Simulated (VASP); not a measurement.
# MgH2 (Cmc2_1) in VASP: further runs

The runs below take MgH2 through single point, relaxation of cell and atoms, with PBE.

Program: VASP 6.6.1. These are calculated values, not measurements. Logs are shortened: lines on timing, memory, paths and dates and some standing lists are left out, and cuts for length are marked.

## Step 1: The cell of the first run

Symmetry: Cmc2_1, No. 36, orthorhombic system. Conventional cell: a = 4.765 Å, b = 4.914 Å, c = 4.493 Å, α = 90.00°, β = 90.00°, γ = 90.00°. Mg (site symmetry m) has 6 H at 1.87 to 1.89 Å within 2.5 Å. H (site symmetry 1) has 3 Mg at 1.87 to 1.89 Å and 6 H at 2.32 to 2.46 Å within 2.5 Å.

## Step 2: Single point, PBE

Input file INCAR:

```
PREC = Accurate
ENCUT = 520
EDIFF = 1E-6
ISMEAR = 0
SIGMA = 0.1
LREAL = False
LASPH = True
NELM = 100
ALGO = Normal
ISIF = 2
LWAVE = False
LCHARG = False
GGA = PE
NBANDS = 13
```

Input file KPOINTS:

```
Automatic mesh
0
Gamma
  6 6 4
```

Input file POSCAR:

```
MgH2
1.0
    2.3823305200     -2.4572314900      0.0000000000
    2.3823305200      2.4572314900      0.0000000000
    0.0000000000      0.0000000000      4.4930285100
Mg H
2 4
Direct
    0.6560795200      0.3439204800      0.7856407100
    0.3439204800      0.6560795200      0.2856407100
    0.3572904200      0.1559924700      0.1071215300
    0.6427095800      0.8440075300      0.6071215300
    0.1559924700      0.3572904200      0.6071215300
    0.8440075300      0.6427095800      0.1071215300
```

Potentials or basis: VASP PAW PBE potentials, release 64 (Mg, H).

Command:

```bash
cat potpaw_PBE.64/Mg/POTCAR potpaw_PBE.64/H/POTCAR > POTCAR
mpirun -np 1 vasp_std > vasp.out
```

OUTCAR:

```text
PREC = Accurate
   ENCUT = 520
   EDIFF = 1E-6
   ISMEAR = 0
   LREAL = False
   LASPH = True
   NELM = 100
   ISIF = 2
   GGA = PE

 ion  position               nearest neighbor table
   1  0.656  0.344  0.786-   3 1.87   6 1.87   5 1.89   4 1.89   4 1.89   5 1.89   2 2.72   2 2.72
                             2 3.40   2 3.40   2 3.40   2 3.40
   2  0.344  0.656  0.286-   4 1.87   5 1.87   3 1.89   6 1.89   6 1.89   3 1.89   1 2.72   1 2.72
                             1 3.40   1 3.40   1 3.40   1 3.40
   3  0.357  0.156  0.107-   1 1.87   2 1.89   2 1.89
   4  0.643  0.844  0.607-   2 1.87   1 1.89   1 1.89
   5  0.156  0.357  0.607-   2 1.87   1 1.89   1 1.89
   6  0.844  0.643  0.107-   1 1.87   2 1.89   2 1.89

  LATTYP: Found a base centered orthorhombic cell.
 ALAT       =     4.7646610400
 B/A-ratio  =     1.0314402092
 C/A-ratio  =     0.9429901670

  Lattice vectors:

 A1 = (   2.3823305200,  -2.4572314900,   0.0000000000)
 A2 = (   2.3823305200,   2.4572314900,   0.0000000000)
 A3 = (   0.0000000000,   0.0000000000,   4.4930285100)

Analysis of symmetry for initial positions (statically):
=====================================================================
 Subroutine PRICEL returns:
 Original cell was already a primitive cell.

 Routine SETGRP: Setting up the symmetry group for a
 base centered orthorhombic supercell.

 Subroutine GETGRP returns: Found  4 space group operations
 (whereof  2 operations were pure point group operations)
 out of a pool of  8 trial point group operations.

The static configuration has the point symmetry C_1h.
 The point group associated with its full space group is C_2v.

Analysis of symmetry for dynamics (positions and initial velocities):
=====================================================================
 Subroutine PRICEL returns:
 Original cell was already a primitive cell.

 Routine SETGRP: Setting up the symmetry group for a
 base centered orthorhombic supercell.

 Subroutine GETGRP returns: Found  4 space group operations
 (whereof  2 operations were pure point group operations)
 out of a pool of  8 trial point group operations.

The dynamic configuration has the point symmetry C_1h.
 The point group associated with its full space group is C_2v.

 Subroutine INISYM returns: Found  4 space group operations
 (whereof  2 operations are pure point group operations),
 and found     1 'primitive' translations

----------------------------------------------------------------------------------------

                                     Primitive cell

  volume of cell :      52.6038

  direct lattice vectors                    reciprocal lattice vectors
     2.382330520 -2.457231490  0.000000000     0.209878518 -0.203481032  0.000000000
     2.382330520  2.457231490  0.000000000     0.209878518  0.203481032  0.000000000
     0.000000000  0.000000000  4.493028510     0.000000000  0.000000000  0.222567028

  length of vectors
     3.422496940  3.422496940  4.493028510     0.292324346  0.292324346  0.222567028

  position of ions in fractional coordinates (direct lattice)
     0.656079520  0.343920480  0.785640710
     0.343920480  0.656079520  0.285640710
     0.357290420  0.155992470  0.107121530
     0.642709580  0.844007530  0.607121530
     0.155992470  0.357290420  0.607121530
     0.844007530  0.642709580  0.107121530

  ion indices of the primitive-cell ions
   primitive index   ion index
                 1           1
                 2           2
                 3           3
                 4           4
                 5           5
                 6           6

----------------------------------------------------------------------------------------

 KPOINTS: Automatic mesh

Automatic generation of k-mesh.
 Grid dimensions read from file:
 generate k-points for:    6    6    4

 Generating k-lattice:

  Cartesian coordinates                     Fractional coordinates (reciprocal lattice)
     0.034979753 -0.033913505  0.000000000     0.166666667  0.000000000  0.000000000
     0.034979753  0.033913505  0.000000000     0.000000000  0.166666667  0.000000000
     0.000000000  0.000000000  0.055641757     0.000000000  0.000000000  0.250000000

  Length of vectors
     0.048720724  0.048720724  0.055641757

  Shift w.r.t. Gamma in fractional coordinates (k-lattice)
     0.000000000  0.000000000  0.000000000

 Subroutine IBZKPT returns following result:
 ===========================================

 Found     39 irreducible k-points:

 Following reciprocal coordinates:
            Coordinates               Weight
  0.000000  0.000000  0.000000      1.000000
  0.166667 -0.000000  0.000000      4.000000
  0.333333  0.000000  0.000000      4.000000
  0.500000 -0.000000  0.000000      2.000000
  0.166667  0.166667  0.000000      2.000000
  0.333333  0.166667  0.000000      4.000000
[... 16 lines left out ...]
  0.333333  0.333333  0.250000      4.000000
  0.500000  0.333333  0.250000      8.000000
 [... further k-points ...]
   k-points           NKPTS =     39   k-points in BZ     NKDIM =     39   number of bands    NBANDS=     13
   number of dos      NEDOS =    301   number of ions     NIONS =      6
   total plane-waves  NPLWV =  28224
   dimension x,y,z NGX =    28 NGY =   28 NGZ =   36
   dimension x,y,z NGXF=    56 NGYF=   56 NGZF=   72
   ions per type =               2   4
   NGX,Y,Z   is equivalent  to a cutoff of  13.60, 13.60, 13.32 a.u.
   NGXF,Y,Z  is equivalent  to a cutoff of  27.20, 27.20, 26.64 a.u.
 SYSTEM =  unknown system
   PREC   = accura    normal or accurate (medium, high low for compatibility)
   ISTART =      0    job   : 0-new  1-cont  2-samecut
   ICHARG =      2    charge: 1-file 2-atom 10-const
   ISPIN  =      1    spin polarized calculation?
   LNONCOLLINEAR =      F non collinear calculations
   LSORBIT =      F    spin-orbit coupling
   LASPH  =      T    aspherical Exc in radial PAW
   ENCUT  =  520.0 eV  38.22 Ry    6.18 a.u.   6.36  6.36  8.35*2*pi/ulx,y,z
   NELM   =    100;   NELMIN=  2; NELMDL= -5     # of ELM steps
   EDIFF  = 0.1E-05   stopping-criterion for ELM
   LREAL  =      F    real-space projection
   EDIFFG = 0.1E-04   stopping-criterion for IOM
   NSW    =      0    number of steps for IOM
   IBRION =     -1    ionic relax: 0-MD 1-quasi-New 2-CG
   NFREE  =      0    steps in history (QN), initial steepest desc. (CG)
   ISIF   =      2    stress and relaxation
   ISYM   =      2    0-nonsym 1-usesym 2-fastsym
   POTIM  = 0.5000    time-step for ionic-motion
   TEBEG  =    0.0;   TEEND  =   0.0 temperature during run
   PSTRESS=    0.0 pullay stress
   NELECT =       8.0000    total number of electrons
   NUPDOWN=      -1.0000    fix difference up-down
   EMIN   =  10.00;   EMAX   =-10.00  energy-range for DOS
   EFERMI =   0.00;   METHOD = LEGACY
   ISMEAR =     0;   SIGMA  =   0.10  broadening in eV -4-tet -1-fermi 0-gaus
   EFERMI_NEDOS =   21; number of points for ismear=-14 and -15
   IALGO  =     38    algorithm
   IMIX   =      4    mixing-type and parameters
     AMIX     =   0.40;   BMIX     =  1.00
     AMIX_MAG =   1.60;   BMIX_MAG =  1.00
  volume/ion in A,a.u.               =       8.77        59.16
  Fermi-wavevector in a.u.,A,eV,Ry     =   0.873841  1.651320 10.389382  0.763598
  Thomas-Fermi vector in A             =   1.993288
   LORBIT       =      0    0 simple, 1 ext, 2 COOP (PROOUT), +10 PAW based schemes
   GGA     = PE    functional components
   LHFCALC =     F    Hartree Fock is set to
   AEXX    =    0.0000 exact exchange contribution
   IVDW    =     0    specifies the selected vdW correction
   LEPSILON=     F    determine dielectric tensor
   LRPA    =     F    only Hartree local field effects (RPA)
 non-spin polarized calculation
 Gauss-broadening in eV      SIGMA  =   0.10
  energy-cutoff  :      520.00
  volume of cell :       52.60
 maximum number of plane-waves:      1437
 NGX is ok and might be reduce to    28
   NGX = 13   NGY = 13   NGZ = 17

 number of electron       8.0000000 magnetization

 Free energy of the ion-electron system (eV)
  ---------------------------------------------------
  ext. energy  EPLUGINS =         0.00000000
  ---------------------------------------------------
  free energy    TOTEN  =       -16.55468389 eV

  energy without entropy =      -16.55468389  energy(sigma->0) =      -16.55468389

 E-fermi :   2.4227     XC(G=0):  -8.9074

 val. band max:        2.0147110770   @ k =  -0.1667   0.1667   0.0000
 cond. band min:       2.8246815372   @ k =   0.5000   0.5000   0.0000
 fundamental gap:      0.8099704602
 Fermi energy:         2.4226563745

 k-point     1 :       0.0000    0.0000    0.0000
  band No.  band energies     occupation
      1      -7.0524      2.00000
      2      -2.3154      2.00000
      3       0.7670      2.00000
      4       1.7202      2.00000
      5       3.2718      0.00000
      6       7.8578      0.00000
      7       9.0141      0.00000
      8      10.0186      0.00000
      9      11.3686      0.00000
     10      13.3989      0.00000
     11      13.5900      0.00000
     12      14.3115      0.00000
     13      14.5099      0.00000

 k-point     2 :       0.1667   -0.0000    0.0000
  band No.  band energies     occupation
      1      -6.7299      2.00000
      2      -2.0643      2.00000
      3      -0.2717      2.00000
      4       1.6758      2.00000
      5       3.6041      0.00000
      6       7.3884      0.00000
      7       9.0124      0.00000
      8      10.9271      0.00000
      9      11.3050      0.00000
     10      11.8002      0.00000
     11      13.7087      0.00000
     12      14.1899      0.00000
     13      14.6029      0.00000
[... 321 lines left out ...]
 k-point    23 :       0.3333    0.3333    0.2500
  band No.  band energies     occupation
      1      -4.1828      2.00000
      2      -1.6886      2.00000
      3      -1.5092      2.00000
      4      -0.8523      2.00000
      5       4.6464      0.00000
      6       5.6131      0.00000
      7       6.2684      0.00000
      8       7.6964      0.00000
      9       9.8075      0.00000
     10      12.0831      0.00000
     11      13.1135      0.00000
     12      16.0607      0.00000
     13      16.7916      0.00000

 k-point    24 :       0.5000    0.3333    0.2500
  band No.  band energies     occupation
      1      -3.1899      2.00000
      2      -2.7080      2.00000
      3      -1.3018      2.00000
      4      -0.2878      2.00000
      5       3.9596      0.00000
      6       4.6152      0.00000
      7       6.0758      0.00000
      8       7.6141      0.00000
      9       9.6568      0.00000
     10      10.5180      0.00000
     11      14.0619      0.00000
     12      15.2445      0.00000
     13      17.4095      0.00000

 [... further k-points ...]
[... 5 lines left out ...]
  --------------------------------------------------------------------------------------
  -------------------------------------------------------------------------------------
  Total        2.0098322      3.3492076      4.6558366      0.0000000      0.0000000      0.0000000
  in kB       61.2143324    102.0082735    141.8048418      0.0000000      0.0000000      0.0000000
  external PRESSURE =     101.6758159 kB  Pullay stress =       0.0000000 kB

 VOLUME and BASIS-vectors are now :
 -----------------------------------------------------------------------------
  energy-cutoff  :      520.00
  volume of cell :       52.60
      direct lattice vectors                 reciprocal lattice vectors
     2.382330520 -2.457231490  0.000000000     0.209878518 -0.203481032  0.000000000
     2.382330520  2.457231490  0.000000000     0.209878518  0.203481032  0.000000000
     0.000000000  0.000000000  4.493028510     0.000000000  0.000000000  0.222567028

 POSITION                                       TOTAL-FORCE (eV/Angst)
 -----------------------------------------------------------------------------------
      2.38233     -0.76705      3.52991         0.000000     -1.051843      0.112861
      2.38233      0.76705      1.28339         0.000000      1.051843      0.112861
      1.22281     -0.49464      0.48130        -0.111803     -0.019145     -0.056431
      3.54185      0.49464      2.72781         0.111803      0.019145     -0.056431
      1.22281      0.49464      2.72781        -0.111803      0.019145     -0.056431
      3.54185     -0.49464      0.48130         0.111803     -0.019145     -0.056431
 -----------------------------------------------------------------------------------
    total drift:                                0.000000     -0.000000      0.000553

  FREE ENERGIE OF THE ION-ELECTRON SYSTEM (eV)
  ---------------------------------------------------
  free  energy   TOTEN  =       -16.5546838894 eV

  energy  without entropy=      -16.5546838893  energy(sigma->0) =      -16.55468389
```

It took 17 s on 1 thread of Intel Xeon Platinum 8375C at 2.90GHz (Ice Lake), shared host; peak memory 0.18 GiB.

What came out:

```yaml
Free_energy: -16.5547 eV
Pressure: 10.2 GPa
Largest_force: 1.058 eV/Å
Band_gap_on_the_k_mesh: 0.81 eV, indirect (least direct gap 1.55 eV)
```

Forces on the atoms (eV/Å):
```
Mg   0.000 -1.052  0.113
Mg   0.000  1.052  0.113
H   -0.112 -0.019 -0.056
H    0.112  0.019 -0.056
H   -0.112  0.019 -0.056
H    0.112 -0.019 -0.056
```

Stress tensor (GPa, compression positive):
```
 6.12  0.00  0.00
 0.00 10.20  0.00
 0.00  0.00 14.18
```

Caveat: forces of over 1 eV/Å act on the atoms, so gaps and moduli don't describe the material at rest.

## Step 3: Relaxation of cell and atoms, PBE

Input file INCAR:

```
PREC = Accurate
ENCUT = 600
EDIFF = 1E-6
ISMEAR = 0
SIGMA = 0.1
LREAL = False
LASPH = True
NELM = 60
ALGO = Normal
ISIF = 3
LWAVE = False
LCHARG = False
GGA = PE
IBRION = 2
NSW = 90
EDIFFG = -0.04
```

Input file KPOINTS:

```
regular mesh
0
Gamma
  6 6 4
```

POSCAR is that of step 2.

Potentials or basis: VASP PAW PBE potentials, release 64 (Mg, H).

Command:

```bash
cat potpaw_PBE.64/Mg/POTCAR potpaw_PBE.64/H/POTCAR > POTCAR
mpirun -np 1 vasp_std > vasp.out
```

Wall time 2 min (1 thread of Intel Xeon Platinum 8375C at 2.90GHz (Ice Lake), shared host); peak memory 0.18 GiB.

It converged, with:

| Property | Result |
| --- | --- |
| Free energy | -16.9746 eV |
| Relaxed volume | 9.59 Å³/atom |
| Relaxed cell | a = 3.495 Å, b = 3.495 Å, c = 4.711 Å, α = 90.00°, β = 90.00°, γ = 91.32° |
| Space group after relaxing (to 0.05 Å) | Cmc2_1 (No. 36) |
| Energy gained by relaxing | 69.7 meV/atom |
| Ionic steps | 18 |
| Pressure after relaxing | 0.1 GPa |
| Largest force after relaxing | 0.038 eV/Å |

Forces on the atoms (eV/Å):
```
Mg   0.000 -0.007  0.037
Mg   0.000  0.007  0.037
H    0.029  0.001 -0.019
H   -0.029 -0.001 -0.019
H    0.029 -0.001 -0.019
H   -0.029  0.001 -0.019
```

Stress tensor (GPa, compression positive):
```
-0.12  0.00  0.00
 0.00 -0.02  0.00
 0.00  0.00  0.31
```

Step by step:
| step | energy change (eV) | largest force (eV/Å) | pressure (GPa) | volume (Å³) |
| --- | --- | --- | --- | --- |
| 1 | 0.0000 | 1.0578 | 10.27 | 52.60 |
| 2 | -0.2831 | 0.4958 | 3.72 | 56.99 |
| 3 | -0.3487 | 0.2198 | -1.04 | 61.80 |
| 4 | -0.3511 | 0.2098 | -0.43 | 61.05 |
| 5 | -0.3511 | 0.2168 | -0.27 | 60.87 |
| 6 | -0.3648 | 0.1823 | -0.30 | 60.85 |
| 7 | -0.3756 | 0.1998 | -0.28 | 60.79 |
| 8 | -0.3855 | 0.1482 | -0.22 | 60.52 |
| 9 | -0.3996 | 0.0699 | -0.04 | 59.70 |
| 10 | -0.3997 | 0.0710 | -0.02 | 59.62 |
| 11 | -0.4036 | 0.0618 | -0.06 | 59.49 |
| 12 | -0.4109 | 0.0459 | -0.21 | 59.08 |
| 13 | -0.4085 | 0.0403 | -0.55 | 58.25 |
| 14 | -0.4124 | 0.0410 | -0.34 | 58.75 |
| 15 | -0.4150 | 0.0201 | -0.21 | 58.39 |
| 16 | -0.4168 | 0.0564 | 0.03 | 57.79 |
| 17 | -0.4174 | 0.0431 | 0.03 | 57.72 |
| 18 | -0.4180 | 0.0378 | 0.05 | 57.51 |

Final structure:
```
CELL_PARAMETERS angstrom
2.44242 -2.49924 0.00000
2.44242 2.49924 0.00000
0.00000 0.00000 4.71106
ATOMIC_POSITIONS crystal
Mg 0.71507 0.28493 0.80940
Mg 0.28493 0.71507 0.30940
H 0.32618 0.18189 0.09524
H 0.67382 0.81811 0.59524
H 0.18189 0.32618 0.59524
H 0.81811 0.67382 0.09524
```

Levels at points of the mesh, in eV from the Fermi level:
```csv
k point,band 2,band 3,band 4,band 5,band 6,band 7
"(0.00, 0.00, 0.00)",-4.82,-1.91,-0.09,0.49,4.80,6.26
"(0.50, 0.00, 0.00)",-6.26,-2.83,-2.48,3.32,3.49,6.10
"(0.50, 0.50, 0.00)",-5.07,-3.26,-1.75,0.09,1.39,4.13
"(0.00, 0.00, 0.50)",-7.63,-1.01,-1.01,5.95,5.95,5.99
"(0.50, 0.00, 0.50)",-5.23,-4.87,-4.87,6.20,6.20,6.54
"(0.50, 0.50, 0.50)",-4.10,-3.88,-3.88,1.17,1.17,1.77
```
